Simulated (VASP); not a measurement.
Input of a VASP 6.6.1 run:

The input POSCAR:

```
NaI
1.0
    4.0405366932      0.0428296889      0.0000000000
    0.0428296889      4.0405366932      0.0000000000
    0.0000000000      0.0000000000      4.0405366932
Na I
1 1
Direct
    0.0000000000      0.0000000000      0.0000000000
    0.5000000000      0.5000000000      0.5000000000
```

The input INCAR.step1:

```
PREC = Accurate
ENCUT = 520
EDIFF = 1E-5
ISMEAR = 0
SIGMA = 0.01
LREAL = False
LASPH = True
NELM = 100
ALGO = Normal
ISIF = 2
LWAVE = True
GGA = PE
NBANDS = 14
```

Contents of INCAR.step2:

```
PREC = Accurate
ENCUT = 520
EDIFF = 1E-6
ISMEAR = 0
SIGMA = 0.01
LREAL = False
LASPH = True
NELM = 100
ALGO = Normal
ISIF = 2
LWAVE = False
LCHARG = True
GGA = PE
LHFCALC = True
HFSCREEN = 0.2079
PRECFOCK = Normal
LELF = True
LVHAR = True
ISTART = 1
NBANDS = 14
```

The input KPOINTS:

```
Automatic mesh
0
Gamma
  4 4 4
```

Potentials or basis: VASP PAW PBE potentials, release 64 (Na_pv, I).

Command:

```bash
$ cat potpaw_PBE.64/Na_pv/POTCAR potpaw_PBE.64/I/POTCAR > POTCAR
$ cp INCAR.step1 INCAR
$ mpirun -np 1 vasp_std > vasp.out
$ cp INCAR.step2 INCAR
$ mpirun -np 1 vasp_std > vasp.out
```

Question: Estimate the band gap on the k mesh.

Answer: 3.23 eV, indirect (least direct gap 3.68 eV).

Question: What does it give for the pressure?

Answer: 0.2 GPa.

Stress tensor (GPa, compression positive):
```
0.19 0.08 0.00
0.08 0.19 0.00
0.00 0.00 0.19
```

Caveat: the cell differs from its parent crystal (shear xy strain +2.1%); the PAW data sets were made with another functional, which shifts forces and pressure a little; spin-orbit coupling is left out, which moves the levels of the heavy elements. A k mesh can miss the band edges.
